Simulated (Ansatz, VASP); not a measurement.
# WSe2: VASP beside Ansatz

Contents of INCAR:

```
PREC = Accurate
ENCUT = 520
EDIFF = 1E-7
ISMEAR = 0
SIGMA = 0.05
LREAL = F
LASPH = T
NELM = 80
ALGO = Normal
ISIF = 2
LWAVE = F
LCHARG = F
LDIPOL = T
IDIPOL = 3
DIPOL = 0.5 0.5 0.407
GGA = PE
IVDW = 12
NBANDS = 35
```

The input KPOINTS:

```
regular mesh
0
Gamma
  9 9 1
```

Contents of POSCAR:

```
WSe2
1.0
    3.2854929709      0.0000000000      0.0000000000
   -1.6427464855      2.8453203767      0.0000000000
    0.0000000000      0.0000000000     24.2386466774
Se W
4 2
Direct
    0.3333333333      0.6666666667      0.1856539294
    0.3333333333      0.6666666667      0.3246601777
    1.2222222222     -0.2222222222      0.4900984571
    1.2222222222     -0.2222222222      0.6291047054
    0.6666666667      0.3333333333      0.2551570536
    1.5555555556     -0.5555555556      0.5596015813
```

Input for Ansatz:

```yaml
crystal:
  lattice:
    - [3.2854929709, 0.0, 0.0]
    - [-1.6427464855, 2.8453203767, 0.0]
    - [0.0, 0.0, 24.2386466774]
  atoms:
    - { symbol: Se, position: [0.3333333333, 0.6666666667, 0.1856539294] }
    - { symbol: W, position: [0.6666666667, 0.3333333333, 0.2551570536] }
    - { symbol: Se, position: [0.3333333333, 0.6666666667, 0.3246601777] }
    - { symbol: Se, position: [1.2222222222, -0.2222222222, 0.4900984571] }
    - { symbol: W, position: [1.5555555556, -0.5555555556, 0.5596015813] }
    - { symbol: Se, position: [1.2222222222, -0.2222222222, 0.6291047054] }
basis:
  ecutwfc: 420
kpoints:
  mp_grid: { grid: [9, 9, 1] }
hamiltonian:
  xc: pbe
  pseudopotentials: { kind: paw, azcp: { folder: soft_1 } }
  dispersion: d3bj
scf:
  occupations: { method: gaussian, width: 0.05 }
output:
  forces: true
  eigenvalues: true
efield:
  axis: 3
  dipole_correction: true
  ramp_width: 0.04
```

Alike in both runs: task single point; functional PBE; dispersion D3(BJ); k mesh 9 × 9 × 1; occupations gaussian, width 0.05 eV; no spin polarisation.

```csv
,VASP,Ansatz
version,VASP 6.6.1,Ansatz 0.2.0
potentials or method,"VASP PAW PBE potentials, release 64 (Se, W_sv), cutoff 520 eV","scalar-relativistic, plane waves, PAW"
valence electrons in the cell,52,92
```

Ansatz gave:

| Property | Result |
| --- | --- |
| gap on the k mesh at the Fermi level (eV) | 1.59 |
| least direct gap on the mesh (eV) | 1.66 |
| rms of the force components (eV/Å) | 0.024 |

**Question.** Which values does VASP return?

**Answer.** gap on the k mesh at the Fermi level (eV): 1.59; least direct gap on the mesh (eV): 1.66; rms of the force components (eV/Å): 0.041.

VASP's potentials hold 52 valence electrons a cell and Ansatz's 92, so a difference there can come from the potentials and not from the codes.

Neither program's run includes spin-orbit coupling.
